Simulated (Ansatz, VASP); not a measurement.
## Two plane-wave programs on C

```
C
1.0
     0.00000    2.18329    3.41078
     1.26136    0.00000    3.41078
     1.26136    2.18329    0.00000
C
2
Direct
  0.17845 0.82155 0.17845
  0.82155 0.17845 0.82155
```

Alike in both runs: task single point; functional PBEsol; dispersion D3(BJ); k mesh 16 × 16 × 16; occupations gaussian, width 0.03 eV; no spin polarisation.

|  | VASP | Ansatz |
| --- | --- | --- |
| version | VASP 6.6.1 | Ansatz 0.2.0 |
| potentials or method | VASP PAW PBE potentials, release 64 (C), cutoff 520 eV | scalar-relativistic, plane waves, PAW |
| valence electrons in the cell | 8 | 8 |

|  | VASP | Ansatz | Ansatz less VASP |
| --- | --- | --- | --- |
| gap on the k mesh at the Fermi level (eV) | 0.10 | 0.10 | -0.001 |
| least direct gap on the mesh (eV) | 0.10 | 0.10 | -0.001 |
| pressure (GPa) | -15.7 | -16.3 | -0.57 |
| traceless stress, the component that is largest in VASP (GPa) | 14.95 | 15.59 | +0.641 |
| rms of the force components (eV/Å) | 2.375 | 2.363 | -0.0126 |

VASP's potentials were made for PBE, not for PBEsol, and Ansatz warns of the same on its side. Atom by atom the forces differ by 0.013 eV/Å (rms over components).
